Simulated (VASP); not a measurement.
# SiO2 (Pnnm) in VASP: further runs

SiO2 is run at these levels: PBE; tasks: single point.

Everything below comes from runs of VASP 6.6.1. Logs are shortened: lines on timing, memory, paths and dates and some standing lists are left out, and cuts for length are marked.

### 1 The cell of the first run

It takes space group Pnnm (No. 58, orthorhombic). Conventional cell: a = 4.236 Å, b = 4.335 Å, c = 2.690 Å, α = 90.00°, β = 90.00°, γ = 90.00°. Within 2.4 Å of Si (site symmetry 2/m) lie 6 O at 1.78 to 1.86 Å. Within 2.4 Å of O (site symmetry m) lie 3 Si at 1.78 to 1.86 Å and 1 O at 2.34 Å.

### 2 Single point, PBE (atoms displaced along a vibrational mode, the cell strained)

Contents of INCAR:

```
SYSTEM = SiO2
PREC = Accurate ; ENCUT = 520
EDIFF = 1E-6 ; ISMEAR = 0
SIGMA = 0.05 ; LREAL = .False.
LASPH = .True. ; NELM = 80
ALGO = Normal ; ISIF = 2
LWAVE = .False. ; LCHARG = .True.
GGA = PE ; LELF = .True.
LVHAR = .True. ; NBANDS = 25
```

Contents of KPOINTS:

```
regular mesh
0
Gamma
  6 6 8
  0 0 0
```

Contents of POSCAR:

```
SiO2
1.0
    4.2358788266      0.0000000000      0.0000000000
    0.0000000000      4.3345748033      0.0000000000
    0.0000000000      0.0000000000      2.6897743046
Si O
2 4
Direct
    0.5000000000      0.5000000000      0.5000000000
    0.0000000000      0.0000000000      0.0000000000
    0.6836979468      0.7023276386      0.0000000000
    0.1836979468      0.7976723614      0.5000000000
    0.3163020532      0.2976723614      0.0000000000
    0.8163020532      0.2023276386      0.5000000000
```

Potentials or basis: VASP PAW PBE potentials, release 64 (Si, O).

Started as:

```
cat potpaw_PBE.64/Si/POTCAR potpaw_PBE.64/O/POTCAR > POTCAR
mpirun -np 1 vasp_std > vasp.out
```

OUTCAR:

```text
SYSTEM = SiO2
   PREC = Accurate
   ENCUT = 520
   EDIFF = 1E-6
   ISMEAR = 0
   LREAL = .False.
   LASPH = .True.
   NELM = 80
   ISIF = 2
   GGA = PE

 ion  position               nearest neighbor table
   1  0.500  0.500  0.500-   3 1.78   5 1.78   3 1.78   5 1.78   4 1.86   6 1.86
   2  0.000  0.000  0.000-   4 1.78   6 1.78   4 1.78   6 1.78   5 1.86   3 1.86
   3  0.684  0.702  0.000-   1 1.78   1 1.78   2 1.86
   4  0.184  0.798  0.500-   2 1.78   2 1.78   1 1.86
   5  0.316  0.298  0.000-   1 1.78   1 1.78   2 1.86
   6  0.816  0.202  0.500-   2 1.78   2 1.78   1 1.86

  LATTYP: Found a simple orthorhombic cell.
 ALAT       =     2.6897743046
 B/A-ratio  =     1.5748082727
 C/A-ratio  =     1.6115013055

  Lattice vectors:

 A1 = (   0.0000000000,   0.0000000000,   2.6897743046)
 A2 = (   4.2358788266,   0.0000000000,   0.0000000000)
 A3 = (   0.0000000000,   4.3345748033,   0.0000000000)

Analysis of symmetry for initial positions (statically):
=====================================================================
 Subroutine PRICEL returns:
 Original cell was already a primitive cell.

 Routine SETGRP: Setting up the symmetry group for a
 simple orthorhombic supercell.

 Subroutine GETGRP returns: Found  8 space group operations
 (whereof  4 operations were pure point group operations)
 out of a pool of  8 trial point group operations.

The static configuration has the point symmetry C_2h.
 The point group associated with its full space group is D_2h.

Analysis of symmetry for dynamics (positions and initial velocities):
=====================================================================
 Subroutine PRICEL returns:
 Original cell was already a primitive cell.

 Routine SETGRP: Setting up the symmetry group for a
 simple orthorhombic supercell.

 Subroutine GETGRP returns: Found  8 space group operations
 (whereof  4 operations were pure point group operations)
 out of a pool of  8 trial point group operations.

The dynamic configuration has the point symmetry C_2h.
 The point group associated with its full space group is D_2h.

 Subroutine INISYM returns: Found  8 space group operations
 (whereof  4 operations are pure point group operations),
 and found     1 'primitive' translations

----------------------------------------------------------------------------------------

                                     Primitive cell

  volume of cell :      49.3862

  direct lattice vectors                    reciprocal lattice vectors
     4.235878827  0.000000000  0.000000000     0.236078519  0.000000000  0.000000000
     0.000000000  4.334574803  0.000000000     0.000000000  0.230703136  0.000000000
     0.000000000  0.000000000  2.689774305     0.000000000  0.000000000  0.371778405

  length of vectors
     4.235878827  4.334574803  2.689774305     0.236078519  0.230703136  0.371778405

  position of ions in fractional coordinates (direct lattice)
     0.500000000  0.500000000  0.500000000
     0.000000000  0.000000000  0.000000000
     0.683697947  0.702327639  0.000000000
     0.183697947  0.797672361  0.500000000
     0.316302053  0.297672361  0.000000000
     0.816302053  0.202327639  0.500000000

  ion indices of the primitive-cell ions
   primitive index   ion index
                 1           1
                 2           2
                 3           3
                 4           4
                 5           5
                 6           6

----------------------------------------------------------------------------------------

 KPOINTS: regular mesh

Automatic generation of k-mesh.
 Grid dimensions read from file:
 generate k-points for:    6    6    8

 Generating k-lattice:

  Cartesian coordinates                     Fractional coordinates (reciprocal lattice)
     0.039346420  0.000000000  0.000000000     0.166666667  0.000000000  0.000000000
     0.000000000  0.038450523  0.000000000     0.000000000  0.166666667  0.000000000
     0.000000000  0.000000000  0.046472301     0.000000000  0.000000000  0.125000000

  Length of vectors
     0.039346420  0.038450523  0.046472301

  Shift w.r.t. Gamma in fractional coordinates (k-lattice)
     0.000000000  0.000000000  0.000000000

 Subroutine IBZKPT returns following result:
 ===========================================

 Found     80 irreducible k-points:

 Following reciprocal coordinates:
            Coordinates               Weight
  0.000000  0.000000  0.000000      1.000000
  0.166667  0.000000  0.000000      2.000000
  0.333333  0.000000  0.000000      2.000000
  0.500000  0.000000  0.000000      1.000000
  0.000000  0.166667  0.000000      2.000000
  0.166667  0.166667  0.000000      4.000000
[... 16 lines left out ...]
  0.333333  0.166667  0.125000      8.000000
  0.500000  0.166667  0.125000      4.000000
 [... further k-points ...]
   k-points           NKPTS =     80   k-points in BZ     NKDIM =     80   number of bands    NBANDS=     25
   number of dos      NEDOS =    301   number of ions     NIONS =      6
   total plane-waves  NPLWV =  20480
   dimension x,y,z NGX =    32 NGY =   32 NGZ =   20
   dimension x,y,z NGXF=    64 NGYF=   64 NGZF=   40
   ions per type =               2   4
   NGX,Y,Z   is equivalent  to a cutoff of  12.56, 12.27, 12.36 a.u.
   NGXF,Y,Z  is equivalent  to a cutoff of  25.12, 24.55, 24.72 a.u.
 SYSTEM =  SiO2
   PREC   = accura    normal or accurate (medium, high low for compatibility)
   ISTART =      0    job   : 0-new  1-cont  2-samecut
   ICHARG =      2    charge: 1-file 2-atom 10-const
   ISPIN  =      1    spin polarized calculation?
   LNONCOLLINEAR =      F non collinear calculations
   LSORBIT =      F    spin-orbit coupling
   LASPH  =      T    aspherical Exc in radial PAW
   ENCUT  =  520.0 eV  38.22 Ry    6.18 a.u.   7.88  8.06  5.00*2*pi/ulx,y,z
   NELM   =     80;   NELMIN=  2; NELMDL= -5     # of ELM steps
   EDIFF  = 0.1E-05   stopping-criterion for ELM
   LREAL  =      F    real-space projection
   EDIFFG = 0.1E-04   stopping-criterion for IOM
   NSW    =      0    number of steps for IOM
   IBRION =     -1    ionic relax: 0-MD 1-quasi-New 2-CG
   NFREE  =      0    steps in history (QN), initial steepest desc. (CG)
   ISIF   =      2    stress and relaxation
   ISYM   =      2    0-nonsym 1-usesym 2-fastsym
   POTIM  = 0.5000    time-step for ionic-motion
   TEBEG  =    0.0;   TEEND  =   0.0 temperature during run
   PSTRESS=    0.0 pullay stress
   NELECT =      32.0000    total number of electrons
   NUPDOWN=      -1.0000    fix difference up-down
   EMIN   =  10.00;   EMAX   =-10.00  energy-range for DOS
   EFERMI =   0.00;   METHOD = LEGACY
   ISMEAR =     0;   SIGMA  =   0.05  broadening in eV -4-tet -1-fermi 0-gaus
   EFERMI_NEDOS =   21; number of points for ismear=-14 and -15
   IALGO  =     38    algorithm
   IMIX   =      4    mixing-type and parameters
     AMIX     =   0.40;   BMIX     =  1.00
     AMIX_MAG =   1.60;   BMIX_MAG =  1.00
  volume/ion in A,a.u.               =       8.23        55.55
  Fermi-wavevector in a.u.,A,eV,Ry     =   1.416629  2.677041 27.304694  2.006838
  Thomas-Fermi vector in A             =   2.537944
   LORBIT       =      0    0 simple, 1 ext, 2 COOP (PROOUT), +10 PAW based schemes
   GGA     = PE    functional components
   LHFCALC =     F    Hartree Fock is set to
   AEXX    =    0.0000 exact exchange contribution
   IVDW    =     0    specifies the selected vdW correction
   LEPSILON=     F    determine dielectric tensor
   LRPA    =     F    only Hartree local field effects (RPA)
 non-spin polarized calculation
 Gauss-broadening in eV      SIGMA  =   0.05
  energy-cutoff  :      520.00
  volume of cell :       49.39
 maximum number of plane-waves:      1356
 NGX is ok and might be reduce to    32
   NGX = 15   NGY = 17   NGZ = 11

 number of electron      31.9999978 magnetization

 Free energy of the ion-electron system (eV)
  ---------------------------------------------------
  ext. energy  EPLUGINS =         0.00000000
  ---------------------------------------------------
  free energy    TOTEN  =       -46.24264059 eV

  energy without entropy =      -46.24264059  energy(sigma->0) =      -46.24264059

 E-fermi :   7.6563     XC(G=0): -11.9615

 val. band max:        7.4145696304   @ k =   0.0000   0.0000   0.0000
 cond. band min:      12.0662246538   @ k =   0.0000   0.0000   0.0000
 fundamental gap:      4.6516550235
 Fermi energy:         7.6562622728

 k-point     1 :       0.0000    0.0000    0.0000
  band No.  band energies     occupation
      1     -14.5630      2.00000
      2     -11.3903      2.00000
      3     -11.0916      2.00000
      4     -11.0904      2.00000
      5      -3.0690      2.00000
      6       1.0092      2.00000
[... 17 lines left out ...]
     24      21.0438      0.00000
     25      22.1632      0.00000

 k-point     2 :       0.1667    0.0000    0.0000
  band No.  band energies     occupation
      1     -14.4260      2.00000
      2     -11.7865      2.00000
      3     -11.3149      2.00000
      4     -10.6965      2.00000
      5      -2.8758      2.00000
      6       0.7123      2.00000
[... 17 lines left out ...]
     24      20.3690      0.00000
     25      22.5167      0.00000

 k-point     3 :       0.3333    0.0000    0.0000
  band No.  band energies     occupation
      1     -14.0255      2.00000
      2     -12.6119      2.00000
      3     -11.1098      2.00000
      4     -10.6527      2.00000
      5      -2.3258      2.00000
      6      -0.4377      2.00000
[... 552 lines left out ...]
 k-point    23 :       0.3333    0.1667    0.1250
  band No.  band energies     occupation
      1     -13.7292      2.00000
      2     -12.4637      2.00000
      3     -11.1854      2.00000
      4     -10.6788      2.00000
      5      -1.9478      2.00000
      6      -0.2850      2.00000
[... 17 lines left out ...]
     24      20.5677      0.00000
     25      21.0491      0.00000

 k-point    24 :       0.5000    0.1667    0.1250
  band No.  band energies     occupation
      1     -13.1484      2.00000
      2     -13.1484      2.00000
      3     -10.9277      2.00000
      4     -10.9277      2.00000
      5      -1.1389      2.00000
      6      -1.1389      2.00000
[... 17 lines left out ...]
     24      20.0097      0.00000
     25      21.7698      0.00000

 [... further k-points ...]
[... 5 lines left out ...]
  --------------------------------------------------------------------------------------
  -------------------------------------------------------------------------------------
  Total       -0.3799882     -4.2210115     -0.9379910     -0.0000000      0.0000000      0.0000000
  in kB      -12.3274946   -136.9371371    -30.4301001     -0.0000000      0.0000000      0.0000000
  external PRESSURE =     -59.8982439 kB  Pullay stress =       0.0000000 kB

 VOLUME and BASIS-vectors are now :
 -----------------------------------------------------------------------------
  energy-cutoff  :      520.00
  volume of cell :       49.39
      direct lattice vectors                 reciprocal lattice vectors
     4.235878827  0.000000000  0.000000000     0.236078519  0.000000000  0.000000000
     0.000000000  4.334574803  0.000000000     0.000000000  0.230703136  0.000000000
     0.000000000  0.000000000  2.689774305     0.000000000  0.000000000  0.371778405

 POSITION                                       TOTAL-FORCE (eV/Angst)
 -----------------------------------------------------------------------------------
      2.11794      2.16729      1.34489         0.000000     -0.000000      0.000000
      0.00000      0.00000      0.00000         0.000000     -0.000000      0.000000
      2.89606      3.04429      0.00000        -0.018299     -0.381261     -0.000000
      0.77812      3.45757      1.34489        -0.018299      0.381261     -0.000000
      1.33982      1.29028      0.00000         0.018299      0.381261      0.000000
      3.45776      0.87700      1.34489         0.018299     -0.381261      0.000000
 -----------------------------------------------------------------------------------
    total drift:                                0.000000     -0.000000      0.000000

  FREE ENERGIE OF THE ION-ELECTRON SYSTEM (eV)
  ---------------------------------------------------
  free  energy   TOTEN  =       -46.2426405948 eV

  energy  without entropy=      -46.2426405948  energy(sigma->0) =      -46.24264059
```

It took 69 s on 1 thread of Intel Xeon 8259CL, shared host; peak memory 0.2 GiB.

What came out:

```yaml
Free_energy: -46.2426 eV
Pressure: -6.0 GPa
Largest_force: 0.382 eV/Å
Band_gap_on_the_k_mesh: 4.65 eV
```

Forces on the atoms (eV/Å):
```
Si   0.000  0.000  0.000
Si   0.000  0.000  0.000
O   -0.018 -0.381  0.000
O   -0.018  0.381  0.000
O    0.018  0.381  0.000
O    0.018 -0.381  0.000
```

Caveat: the cell differs from its parent crystal (atoms displaced along a vibrational mode, the cell strained); the cell stands under tension.

### 3 Single point, PBE (atoms displaced along a vibrational mode, the cell strained)

Contents of INCAR:

```
SYSTEM = SiO2
PREC = Accurate
ENCUT = 520
EDIFF = 1E-7
ISMEAR = 0
SIGMA = 0.05
LREAL = .FALSE.
LASPH = .TRUE.
NELM = 60
ALGO = Normal
ISIF = 2
LWAVE = .FALSE.
LCHARG = .FALSE.
GGA = PE
NBANDS = 25
```

Contents of KPOINTS:

```
Automatic mesh
0
G
  6 6 8
  0 0 0
```

Contents of POSCAR:

```
SiO2
1.0
    4.2358788266      0.0000000000      0.0000000000
    0.0000000000      4.3345748033      0.0000000000
    0.0000000000      0.0000000000      2.6897743046
Si O
2 4
Direct
    0.5000000000      0.5000000000      0.5000000000
    0.0000000000      0.0000000000      0.0000000000
    0.7023276386      0.6836979468      0.0000000000
    0.2023276386      0.8163020532      0.5000000000
    0.2976723614      0.3163020532      0.0000000000
    0.7976723614      0.1836979468      0.5000000000
```

Potentials or basis: VASP PAW PBE potentials, release 64 (Si, O).

Started as:

```
cat potpaw_PBE.64/Si/POTCAR potpaw_PBE.64/O/POTCAR > POTCAR
mpirun -np 1 vasp_std > vasp.out
```

Wall time 88 s (1 thread of Intel Xeon 8259CL, shared host); peak memory 0.2 GiB.

It converged, with:

* Free energy: -46.2783 eV
* Pressure: -5.9 GPa
* Largest force: 0.243 eV/Å
* Band gap on the k mesh: 4.72 eV

Forces in eV/Å, atoms in the order of the input:
```
Si   0.000  0.000  0.000
Si   0.000  0.000  0.000
O   -0.230 -0.080  0.000
O   -0.230  0.080  0.000
O    0.230  0.080  0.000
O    0.230 -0.080  0.000
```

Stress tensor (GPa, compression positive):
```
-6.01  0.00  0.00
 0.00 -8.36  0.00
 0.00  0.00 -3.48
```

Levels at points of the mesh, in eV from the valence-band top:
| k point | band 13 | band 14 | band 15 | band 16 | band 17 | band 18 | band 19 | band 20 |
| --- | --- | --- | --- | --- | --- | --- | --- | --- |
| (0.00, 0.00, 0.00) | -2.38 | -0.82 | -0.74 | 0.00 | 4.72 | 6.73 | 8.19 | 8.42 |
| (0.50, 0.00, 0.00) | -2.47 | -2.47 | -0.92 | -0.92 | 7.01 | 7.01 | 8.82 | 8.82 |
| (0.00, 0.50, 0.00) | -2.45 | -2.45 | -1.03 | -1.03 | 7.19 | 7.19 | 9.00 | 9.00 |
| (0.50, 0.50, 0.00) | -2.40 | -2.40 | -2.05 | -2.05 | 6.88 | 6.88 | 9.72 | 9.72 |
| (0.00, 0.00, 0.50) | -2.68 | -2.68 | -2.41 | -2.41 | 8.34 | 8.34 | 11.85 | 11.85 |
| (0.50, 0.00, 0.50) | -2.18 | -2.18 | -1.43 | -1.43 | 8.37 | 8.37 | 9.19 | 9.19 |
| (0.00, 0.50, 0.50) | -2.05 | -2.05 | -1.70 | -1.70 | 8.00 | 8.00 | 9.07 | 9.07 |
| (0.50, 0.50, 0.50) | -1.68 | -1.68 | -1.36 | -1.36 | 6.56 | 6.56 | 10.43 | 10.43 |

Caveat: the cell differs from its parent crystal (atoms displaced along a vibrational mode, the cell strained); the cell stands under tension.

### 4 Single point, PBE (atoms displaced along a vibrational mode, the cell strained)

Contents of INCAR:

```
PREC = Accurate ; ENCUT = 520
EDIFF = 1E-7 ; ISMEAR = 0
SIGMA = 0.05 ; LREAL = F
LASPH = T ; NELM = 100
ALGO = Normal ; ISIF = 2
LWAVE = F ; LCHARG = T
GGA = PE ; LELF = T
LVHAR = T ; NBANDS = 25
```

Contents of KPOINTS:

```
regular mesh
0
Gamma
  6 6 8
```

Contents of POSCAR:

```
SiO2
1.0
    4.2358788266      0.0000000000      0.0000000000
    0.0000000000      4.3345748033      0.0000000000
    0.0000000000      0.0000000000      2.6897743046
Si O
2 4
Direct
    0.5000000000      0.5000000000      0.5000000000
    0.0000000000      0.0000000000      0.0000000000
    0.6930127927      0.6930127927      0.0000000000
    0.1930127927      0.8069872073      0.5000000000
    0.3069872073      0.3069872073      0.0000000000
    0.8069872073      0.1930127927      0.5000000000
```

Started as:

```
cat potpaw_PBE.64/Si/POTCAR potpaw_PBE.64/O/POTCAR > POTCAR
mpirun -np 1 vasp_std > vasp.out
```

It took 85 s on 1 thread of Intel Xeon 8259CL, shared host; peak memory 0.2 GiB.

Results (log left out):

```yaml
Free_energy: -46.2808 eV
Pressure: -5.7 GPa
Largest_force: 0.247 eV/Å
Band_gap_on_the_k_mesh: 4.67 eV
```

Forces on the atoms (eV/Å):
```
Si   0.000  0.000  0.000
Si   0.000  0.000  0.000
O   -0.112 -0.220  0.000
O   -0.112  0.220  0.000
O    0.112  0.220  0.000
O    0.112 -0.220  0.000
```

Stress tensor (GPa, compression positive):
```
 -3.41   0.00   0.00
  0.00 -10.75   0.00
  0.00   0.00  -3.06
```

Levels at points of the mesh, in eV from the valence-band top:
| k point | band 13 | band 14 | band 15 | band 16 | band 17 | band 18 | band 19 | band 20 |
| --- | --- | --- | --- | --- | --- | --- | --- | --- |
| (0.00, 0.00, 0.00) | -2.43 | -0.95 | -0.75 | 0.00 | 4.67 | 6.69 | 8.12 | 8.38 |
| (0.50, 0.00, 0.00) | -2.55 | -2.55 | -1.09 | -1.09 | 7.05 | 7.05 | 8.85 | 8.85 |
| (0.00, 0.50, 0.00) | -2.49 | -2.49 | -0.97 | -0.97 | 7.08 | 7.08 | 8.89 | 8.89 |
| (0.50, 0.50, 0.00) | -2.45 | -2.45 | -2.13 | -2.13 | 6.84 | 6.84 | 9.69 | 9.69 |
| (0.00, 0.00, 0.50) | -2.73 | -2.73 | -2.48 | -2.48 | 8.30 | 8.30 | 11.81 | 11.81 |
| (0.50, 0.00, 0.50) | -2.14 | -2.14 | -1.54 | -1.54 | 8.21 | 8.21 | 9.12 | 9.12 |
| (0.00, 0.50, 0.50) | -2.20 | -2.20 | -1.68 | -1.68 | 8.07 | 8.07 | 9.05 | 9.05 |
| (0.50, 0.50, 0.50) | -1.71 | -1.71 | -1.42 | -1.42 | 6.50 | 6.50 | 10.41 | 10.41 |

Caveat: the cell differs from its parent crystal (atoms displaced along a vibrational mode, the cell strained); the cell stands under tension. A k mesh can miss the band edges.

### 5 Overview

| cell | gap on the mesh (eV) | pressure (GPa) | largest force (eV/Å) |
| --- | --- | --- | --- |
| as given, atomic positions A | 4.65 | -6.0 | 0.38 |
| as given, atomic positions B | 4.72 | -5.9 | 0.24 |
| as given, atomic positions C | 4.67 | -5.7 | 0.25 |

Alike in all rows: task single point; level PBE; potentials or basis VASP PAW PBE potentials, release 64 (Si, O); no spin polarisation; k mesh 6 × 6 × 8; cutoff (eV) 520; smearing gaussian 0.05 eV.

Caveats: the cell stands under tension.

Absolute energies hang on the potentials; compare differences alone.
